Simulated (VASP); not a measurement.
# NbP (I4_1md) in VASP: a series of runs, part 2 of 2

VASP 6.6.1. The steps go on from the part before.

**4. Single point, PBEsol**

This run uses another cell than the first one, of 15.56 Å³/atom.

Input file INCAR:

```
SYSTEM = NbP
PREC = Accurate ; ENCUT = 520
EDIFF = 1E-6 ; ISMEAR = -1
SIGMA = 0.05 ; LREAL = .False.
LASPH = .True. ; NELM = 100
ALGO = Normal ; ISIF = 2
LWAVE = .False. ; LCHARG = .False.
GGA = PS ; NBANDS = 26
```

Input file KPOINTS:

```
regular mesh
0
Gamma
  11 11 11
  0 0 0
```

Input file POSCAR:

```
NbP
1.0
   -1.6600997341      1.6600997341      5.6462208386
    1.6600997341     -1.6600997341      5.6462208386
    1.6600997341      1.6600997341     -5.6462208386
Nb P
2 2
Direct
    0.2501962396      0.7501962396      0.5000000000
    0.5001962396      0.5001962396      0.0000000000
    0.8324323304      0.3324323304      0.5000000000
    0.0824323304      0.0824323304      0.0000000000
```

Potentials or basis: VASP PAW PBE potentials, release 64 (Nb_sv, P).

On the command line:

```sh
$ cat potpaw_PBE.64/Nb_sv/POTCAR potpaw_PBE.64/P/POTCAR > POTCAR
$ mpirun -np 1 vasp_std > vasp.out
```

OUTCAR:

```text
SYSTEM = NbP
   PREC = Accurate
   ENCUT = 520
   EDIFF = 1E-6
   ISMEAR = -1
   LREAL = .False.
   LASPH = .True.
   NELM = 100
   ISIF = 2
   GGA = PS

 ion  position               nearest neighbor table
   1  0.250  0.750  0.500-   4 2.52   4 2.52   3 2.52   3 2.52   3 2.52   3 2.52
   2  0.500  0.500  0.000-   3 2.52   3 2.52   4 2.52   4 2.52   4 2.52   4 2.52
   3  0.832  0.332  0.500-   2 2.52   2 2.52   1 2.52   1 2.52   1 2.52   1 2.52
   4  0.082  0.082  0.000-   1 2.52   1 2.52   2 2.52   2 2.52   2 2.52   2 2.52

  LATTYP: Found a body centered tetragonal cell.
 ALAT       =     3.3201994682
 C/A-ratio  =     3.4011335118

  Lattice vectors:

 A1 = (  -1.6600997341,   1.6600997341,   5.6462208386)
 A2 = (   1.6600997341,  -1.6600997341,   5.6462208386)
 A3 = (   1.6600997341,   1.6600997341,  -5.6462208386)

Analysis of symmetry for initial positions (statically):
=====================================================================
 Subroutine PRICEL returns:
 Original cell was already a primitive cell.

 Routine SETGRP: Setting up the symmetry group for a
 body centered tetragonal supercell.

 Subroutine GETGRP returns: Found  8 space group operations
 (whereof  4 operations were pure point group operations)
 out of a pool of 16 trial point group operations.

The static configuration has the point symmetry C_2v.
 The point group associated with its full space group is C_4v.

Analysis of symmetry for dynamics (positions and initial velocities):
=====================================================================
 Subroutine PRICEL returns:
 Original cell was already a primitive cell.

 Routine SETGRP: Setting up the symmetry group for a
 body centered tetragonal supercell.

 Subroutine GETGRP returns: Found  8 space group operations
 (whereof  4 operations were pure point group operations)
 out of a pool of 16 trial point group operations.

The dynamic configuration has the point symmetry C_2v.
 The point group associated with its full space group is C_4v.

 Subroutine INISYM returns: Found  8 space group operations
 (whereof  4 operations are pure point group operations),
 and found     1 'primitive' translations

----------------------------------------------------------------------------------------

                                     Primitive cell

  volume of cell :      62.2424

  direct lattice vectors                    reciprocal lattice vectors
    -1.660099734  1.660099734  5.646220839     0.000000000  0.301186724  0.088554808
     1.660099734 -1.660099734  5.646220839     0.301186724  0.000000000  0.088554808
     1.660099734  1.660099734 -5.646220839     0.301186724  0.301186724  0.000000000

  length of vectors
     6.114873017  6.114873017  6.114873017     0.313935338  0.313935338  0.425942350

  position of ions in fractional coordinates (direct lattice)
     0.250196240  0.750196240  0.500000000
     0.500196240  0.500196240  0.000000000
     0.832432330  0.332432330  0.500000000
     0.082432330  0.082432330  0.000000000

  ion indices of the primitive-cell ions
   primitive index   ion index
                 1           1
                 2           2
                 3           3
                 4           4

----------------------------------------------------------------------------------------

 KPOINTS: regular mesh

Automatic generation of k-mesh.
 Grid dimensions read from file:
 generate k-points for:   11   11   11

 Generating k-lattice:

  Cartesian coordinates                     Fractional coordinates (reciprocal lattice)
     0.000000000  0.027380611  0.008050437     0.090909091  0.000000000 -0.000000000
     0.027380611  0.000000000  0.008050437     0.000000000  0.090909091 -0.000000000
     0.027380611  0.027380611  0.000000000     0.000000000  0.000000000  0.090909091

  Length of vectors
     0.028539576  0.028539576  0.038722032

  Shift w.r.t. Gamma in fractional coordinates (k-lattice)
     0.000000000  0.000000000  0.000000000

 Subroutine IBZKPT returns following result:
 ===========================================

 Found    126 irreducible k-points:

 Following reciprocal coordinates:
            Coordinates               Weight
  0.000000  0.000000  0.000000      1.000000
  0.090909  0.000000 -0.000000      8.000000
  0.181818  0.000000 -0.000000      8.000000
  0.272727  0.000000  0.000000      8.000000
  0.363636  0.000000  0.000000      8.000000
  0.454545 -0.000000  0.000000      8.000000
[... 16 lines left out ...]
 -0.272727  0.181818  0.000000     16.000000
 -0.181818  0.181818  0.000000      4.000000
 [... further k-points ...]
   k-points           NKPTS =    126   k-points in BZ     NKDIM =    126   number of bands    NBANDS=     26
   number of dos      NEDOS =    301   number of ions     NIONS =      4
   total plane-waves  NPLWV = 110592
   dimension x,y,z NGX =    48 NGY =   48 NGZ =   48
   dimension x,y,z NGXF=    96 NGYF=   96 NGZF=   96
   ions per type =               2   2
   NGX,Y,Z   is equivalent  to a cutoff of  13.05, 13.05, 13.05 a.u.
   NGXF,Y,Z  is equivalent  to a cutoff of  26.10, 26.10, 26.10 a.u.
 SYSTEM =  NbP
   PREC   = accura    normal or accurate (medium, high low for compatibility)
   ISTART =      0    job   : 0-new  1-cont  2-samecut
   ICHARG =      2    charge: 1-file 2-atom 10-const
   ISPIN  =      1    spin polarized calculation?
   LNONCOLLINEAR =      F non collinear calculations
   LSORBIT =      F    spin-orbit coupling
   LASPH  =      T    aspherical Exc in radial PAW
   ENCUT  =  520.0 eV  38.22 Ry    6.18 a.u.  11.37 11.37 11.37*2*pi/ulx,y,z
   NELM   =    100;   NELMIN=  2; NELMDL= -5     # of ELM steps
   EDIFF  = 0.1E-05   stopping-criterion for ELM
   LREAL  =      F    real-space projection
   EDIFFG = 0.1E-04   stopping-criterion for IOM
   NSW    =      0    number of steps for IOM
   IBRION =     -1    ionic relax: 0-MD 1-quasi-New 2-CG
   NFREE  =      0    steps in history (QN), initial steepest desc. (CG)
   ISIF   =      2    stress and relaxation
   ISYM   =      2    0-nonsym 1-usesym 2-fastsym
   POTIM  = 0.5000    time-step for ionic-motion
   TEBEG  =    0.0;   TEEND  =   0.0 temperature during run
   PSTRESS=    0.0 pullay stress
   NELECT =      36.0000    total number of electrons
   NUPDOWN=      -1.0000    fix difference up-down
   EMIN   =  10.00;   EMAX   =-10.00  energy-range for DOS
   EFERMI =   0.00;   METHOD = LEGACY
   ISMEAR =    -1;   SIGMA  =   0.05  broadening in eV -4-tet -1-fermi 0-gaus
   EFERMI_NEDOS =   21; number of points for ismear=-14 and -15
   IALGO  =     38    algorithm
   IMIX   =      4    mixing-type and parameters
     AMIX     =   0.40;   BMIX     =  1.00
     AMIX_MAG =   1.60;   BMIX_MAG =  1.00
  volume/ion in A,a.u.               =      15.56       105.01
  Fermi-wavevector in a.u.,A,eV,Ry     =   1.363998  2.577582 25.313494  1.860489
  Thomas-Fermi vector in A             =   2.490352
   LORBIT       =      0    0 simple, 1 ext, 2 COOP (PROOUT), +10 PAW based schemes
   GGA     = PS    functional components
   LHFCALC =     F    Hartree Fock is set to
   AEXX    =    0.0000 exact exchange contribution
   IVDW    =     0    specifies the selected vdW correction
   LEPSILON=     F    determine dielectric tensor
   LRPA    =     F    only Hartree local field effects (RPA)
 non-spin polarized calculation
  energy-cutoff  :      520.00
  volume of cell :       62.24
 maximum number of plane-waves:      1696
 NGX is ok and might be reduce to    48
   NGX = 23   NGY = 23   NGZ = 23

 number of electron      36.0000001 magnetization

 Free energy of the ion-electron system (eV)
  ---------------------------------------------------
  ext. energy  EPLUGINS =         0.00000000
  ---------------------------------------------------
  free energy    TOTEN  =       -37.83770821 eV

  energy without entropy =      -37.83246216  energy(sigma->0) =      -37.83508518

 E-fermi :  10.9132     XC(G=0): -12.2673

 val. band max:       10.8979158591   @ k =  -0.3636   0.4545   0.3636
 cond. band min:      10.9548494049   @ k =  -0.0909   0.4545   0.0909
 fundamental gap:      0.0569335458
 Fermi energy:        10.9132283319

 k-point     1 :       0.0000    0.0000    0.0000
  band No.  band energies     occupation
      1     -43.8231      2.00000
      2     -43.7775      2.00000
      3     -20.1671      2.00000
      4     -19.9290      2.00000
      5     -19.9290      2.00000
      6     -19.7738      2.00000
[... 18 lines left out ...]
     25      15.1361      0.00000
     26      15.1361      0.00000
[... 644 lines left out ...]
      4     -20.0206      2.00000
      5     -19.9920      2.00000
      6     -19.8595      2.00000
[... 18 lines left out ...]
     25      15.2897      0.00000
     26      16.5624      0.00000

 [... further k-points ...]
[... 5 lines left out ...]
  --------------------------------------------------------------------------------------
  -------------------------------------------------------------------------------------
  Total       -0.0920752     -0.0920752     -0.1089373      0.0000000      0.0000000      0.0000000
  in kB       -2.3701016     -2.3701016     -2.8041483      0.0000000      0.0000000      0.0000000
  external PRESSURE =      -2.5147839 kB  Pullay stress =       0.0000000 kB

 VOLUME and BASIS-vectors are now :
 -----------------------------------------------------------------------------
  energy-cutoff  :      520.00
  volume of cell :       62.24
      direct lattice vectors                 reciprocal lattice vectors
    -1.660099734  1.660099734  5.646220839     0.000000000  0.301186724  0.088554808
     1.660099734 -1.660099734  5.646220839     0.301186724  0.000000000  0.088554808
     1.660099734  1.660099734 -5.646220839     0.301186724  0.301186724  0.000000000

 POSITION                                       TOTAL-FORCE (eV/Angst)
 -----------------------------------------------------------------------------------
      1.66010      0.00000      2.82533         0.000000      0.000000     -0.004713
      0.00000      0.00000      5.64844        -0.000000     -0.000000     -0.004713
      0.00000      1.66010      3.75397         0.000000     -0.000000      0.004713
      0.00000      0.00000      0.93086        -0.000000      0.000000      0.004713
 -----------------------------------------------------------------------------------
    total drift:                                0.000000      0.000000     -0.000309

  FREE ENERGIE OF THE ION-ELECTRON SYSTEM (eV)
  ---------------------------------------------------
  free  energy   TOTEN  =       -37.8377082114 eV

  energy  without entropy=      -37.8324621573  energy(sigma->0) =      -37.83508518
```

OSZICAR:

```text
N       E                     dE             d eps       ncg     rms          rms(c)
DAV:   1     0.350314319792E+03    0.35031E+03   -0.19074E+04  6552   0.138E+03
DAV:   2    -0.102019622316E+02   -0.36052E+03   -0.35038E+03  7720   0.509E+02
DAV:   3    -0.385299495321E+02   -0.28328E+02   -0.27925E+02 12280   0.106E+02
DAV:   4    -0.400774469233E+02   -0.15475E+01   -0.15394E+01  9520   0.205E+01
DAV:   5    -0.401532997149E+02   -0.75853E-01   -0.75777E-01 11760   0.495E+00    0.135E+01
DAV:   6    -0.378511708264E+02    0.23021E+01   -0.77461E+00 10088   0.197E+01    0.484E+00
DAV:   7    -0.378466166690E+02    0.45542E-02   -0.63616E-01 10142   0.427E+00    0.299E+00
DAV:   8    -0.378373395818E+02    0.92771E-02   -0.81034E-02  9714   0.186E+00    0.454E-01
DAV:   9    -0.378375287141E+02   -0.18913E-03   -0.73205E-03 10776   0.519E-01    0.320E-01
DAV:  10    -0.378377365784E+02   -0.20786E-03   -0.19485E-03  7946   0.412E-01    0.604E-02
DAV:  11    -0.378377119861E+02    0.24592E-04   -0.12315E-04 10134   0.974E-02    0.226E-02
DAV:  12    -0.378377085180E+02    0.34681E-05   -0.82778E-06  9380   0.309E-02    0.747E-03
DAV:  13    -0.378377082114E+02    0.30655E-06   -0.56305E-07  5112   0.899E-03
   1 F= -.37837708E+02 E0= -.37835085E+02  d E =-.524605E-02
```

Wall time 12 min (1 thread of Intel Xeon 8259CL, shared host); peak memory 0.44 GiB.

Results:

- Free energy: -37.8377 eV
- Pressure: -0.3 GPa
- Largest force: 0.005 eV/Å
- Band gap on the k mesh: 0.06 eV (least direct gap 0.08 eV)

Forces on the atoms (eV/Å):
```
Nb   0.000  0.000 -0.005
Nb   0.000  0.000 -0.005
P    0.000  0.000  0.005
P    0.000  0.000  0.005
```

Caveat: semilocal functionals underestimate gaps, and a narrow one can read as zero; the PAW data sets were made with another functional, which shifts forces and pressure a little. A k mesh can miss the band edges.

**5. Single point, LDA**

This run uses another cell than the first one, of 16.75 Å³/atom.

Input file INCAR:

```
PREC = Accurate
ENCUT = 520
EDIFF = 1E-7
ISMEAR = -1
SIGMA = 0.05
LREAL = False
LASPH = True
NELM = 60
ALGO = Normal
ISIF = 2
LWAVE = False
LCHARG = False
NBANDS = 26
```

Input file KPOINTS:

```
regular mesh
0
Gamma
  11 11 11
```

Input file POSCAR:

```
NbP
1.0
   -1.6969642459      1.6969642459      5.8156445774
    1.6969642459     -1.6969642459      5.8156445774
    1.6969642459      1.6969642459     -5.8156445774
Nb P
2 2
Direct
    0.2498808000      0.7498808000      0.5000000000
    0.4998808000      0.4998808000      0.0000000000
    0.8327477700      0.3327477700      0.5000000000
    0.0827477700      0.0827477700      0.0000000000
```

Potentials or basis: VASP PAW LDA potentials, release 64 (Nb_sv, P).

On the command line:

```sh
$ cat potpaw_LDA.64/Nb_sv/POTCAR potpaw_LDA.64/P/POTCAR > POTCAR
$ mpirun -np 1 vasp_std > vasp.out
```

Wall time 6.2 min (1 thread of AMD EPYC 9R45 (Zen 5), shared host); peak memory 0.34 GiB.

The run converged. Its results:

```
Free energy            : -38.7364 eV
Pressure               : -15.6 GPa
Band gap on the k mesh : zero (filled and empty bands overlap)
```

Forces in eV/Å, atoms in the order of the input:
```
Nb   0.000  0.000  0.003
Nb   0.000  0.000  0.003
P    0.000  0.000 -0.003
P    0.000  0.000 -0.003
```

Stress tensor (GPa, compression positive):
```
-15.99   0.00   0.00
  0.00 -15.99   0.00
  0.00   0.00 -14.80
```

Levels at points of the mesh, in eV from the Fermi level:
```csv
k point,band 14,band 15,band 16,band 17,band 18,band 19,band 20,band 21,band 22,band 23
"(0.00, 0.00, 0.00)",-2.16,-2.02,-1.63,-1.32,-1.32,0.79,1.50,2.51,2.97,2.97
```

Caveat: the cell stands under tension.

**6. Single point, PBE**

This run uses another cell than the first one, of 16.75 Å³/atom.

Input file INCAR:

```
ALGO = Normal ; EDIFF = 1E-6
ENCUT = 520 ; GGA = PE
ISIF = 2 ; ISMEAR = -1
LASPH = T ; LCHARG = T
LELF = T ; LREAL = F
LVHAR = T ; LWAVE = F
NBANDS = 26 ; NELM = 60
PREC = Accurate ; SIGMA = 0.05
```

Input file KPOINTS:

```
k-points
0
Gamma
  11 11 11
```

POSCAR is that of step 5.

Potentials or basis: VASP PAW PBE potentials, release 64 (Nb_sv, P).

On the command line:

```sh
$ cat potpaw_PBE.64/Nb_sv/POTCAR potpaw_PBE.64/P/POTCAR > POTCAR
$ mpirun -np 1 vasp_std > vasp.out
```

OUTCAR:

```text
EDIFF = 1E-6
   ENCUT = 520
   GGA = PE
   ISIF = 2
   ISMEAR = -1
   LASPH = T
   LREAL = F
   NELM = 60
   PREC = Accurate

 ion  position               nearest neighbor table
   1  0.250  0.750  0.500-   4 2.58   4 2.58   3 2.59   3 2.59   3 2.59   3 2.59
   2  0.500  0.500  0.000-   3 2.58   3 2.58   4 2.59   4 2.59   4 2.59   4 2.59
   3  0.833  0.333  0.500-   2 2.58   2 2.58   1 2.59   1 2.59   1 2.59   1 2.59
   4  0.083  0.083  0.000-   1 2.58   1 2.58   2 2.59   2 2.59   2 2.59   2 2.59

[... 890 lines left out ...]
     26      15.1496      0.00000

 [... further k-points ...]
[... 5 lines left out ...]
  --------------------------------------------------------------------------------------
  -------------------------------------------------------------------------------------
  Total       -3.4728881     -3.4728881     -3.1844510      0.0000000      0.0000000      0.0000000
  in kB      -83.0611880    -83.0611880    -76.1626288      0.0000000      0.0000000      0.0000000
  external PRESSURE =     -80.7616683 kB  Pullay stress =       0.0000000 kB

 VOLUME and BASIS-vectors are now :
 -----------------------------------------------------------------------------
  energy-cutoff  :      520.00
  volume of cell :       66.99
      direct lattice vectors                 reciprocal lattice vectors
    -1.696964246  1.696964246  5.815644577     0.000000000  0.294643804  0.085974993
     1.696964246 -1.696964246  5.815644577     0.294643804  0.000000000  0.085974993
     1.696964246  1.696964246 -5.815644577     0.294643804  0.294643804  0.000000000

 POSITION                                       TOTAL-FORCE (eV/Angst)
 -----------------------------------------------------------------------------------
      1.69696     -0.00000      2.90644         0.000000     -0.000000      0.002440
      0.00000      0.00000      5.81426        -0.000000      0.000000      0.002440
     -0.00000      1.69696      3.87029         0.000000     -0.000000     -0.002440
      0.00000      0.00000      0.96246        -0.000000      0.000000     -0.002440
 -----------------------------------------------------------------------------------
    total drift:                               -0.000000     -0.000000     -0.000276

  FREE ENERGIE OF THE ION-ELECTRON SYSTEM (eV)
  ---------------------------------------------------
  free  energy   TOTEN  =       -35.2387095555 eV

  energy  without entropy=      -35.2329615265  energy(sigma->0) =      -35.23583554
```

stdout:

```text
POSCAR found type information on POSCAR NbP
 POSCAR found :  2 types and       4 ions
 scaLAPACK will be used
 LDA part: xc-table for (Slater+PW92), standard interpolation
 POSCAR, INCAR and KPOINTS ok, starting setup
 FFT: planning ... GRIDC
 FFT: planning ... GRID_SOFT
 FFT: planning ... GRID
 WAVECAR not read
 entering main loop
```

Wall time 6.1 min (1 thread of AMD EPYC 9R45 (Zen 5), shared host); peak memory 0.4 GiB.

Results:

| Property | Result |
| --- | --- |
| Free energy | -35.2387 eV |
| Pressure | -8.1 GPa |
| Band gap on the k mesh | zero (filled and empty bands touch) |

Forces on the atoms (eV/Å):
```
Nb   0.000  0.000  0.002
Nb   0.000  0.000  0.002
P    0.000  0.000 -0.002
P    0.000  0.000 -0.002
```

Stress tensor (GPa, compression positive):
```
-8.31  0.00  0.00
 0.00 -8.31  0.00
 0.00  0.00 -7.62
```

Levels at points of the mesh, in eV from the Fermi level:
```csv
k point,band 14,band 15,band 16,band 17,band 18,band 19,band 20,band 21,band 22,band 23
"(0.00, 0.00, 0.00)",-2.18,-2.02,-1.62,-1.34,-1.34,0.79,1.50,2.51,2.96,2.96
```

Caveat: the cell stands under tension.

**7. Overview**

| level | potentials or basis | cell | gap on the mesh (eV) | pressure (GPa) |
| --- | --- | --- | --- | --- |
| PBEsol | VASP PAW PBE potentials, release 64 (Nb_sv, P) | a = 5.996 Å, angles 148.3, 148.3, 45.5°, 4 atoms, atomic positions A | 0.03 | 9.7 |
| PBEsol | VASP PAW PBE potentials, release 64 (Nb_sv, P) | a = 6.052 Å, angles 148.4, 148.4, 45.3°, 4 atoms, atomic positions B | 0.05 | 4.7 |
| PBEsol | VASP PAW PBE potentials, release 64 (Nb_sv, P) | a = 6.115 Å, angles 148.5, 148.5, 45.2°, 4 atoms, atomic positions C | 0.06 | -0.3 |
| LDA | VASP PAW LDA potentials, release 64 (Nb_sv, P) | a = 6.291 Å, angles 148.7, 148.7, 44.8°, 4 atoms, atomic positions D | none | -15.6 |
| PBE | VASP PAW PBE potentials, release 64 (Nb_sv, P) | a = 6.291 Å, angles 148.7, 148.7, 44.8°, 4 atoms, atomic positions D | none | -8.1 |

Alike in all rows: task single point; no spin polarisation; k mesh 11 × 11 × 11; cutoff (eV) 520; smearing fermi-dirac 0.05 eV.

Caveats: semilocal functionals underestimate gaps, and a narrow one can read as zero (at least some runs); the PAW data sets were made with another functional, which shifts forces and pressure a little (at least some runs); the cell stands under pressure (at least some runs); the cell stands under tension (at least some runs).

Total energies depend on the potentials used, so only differences within one code and one set of settings carry meaning.

The gap in the log of VASP goes by the Fermi energy; the results here count the filled bands.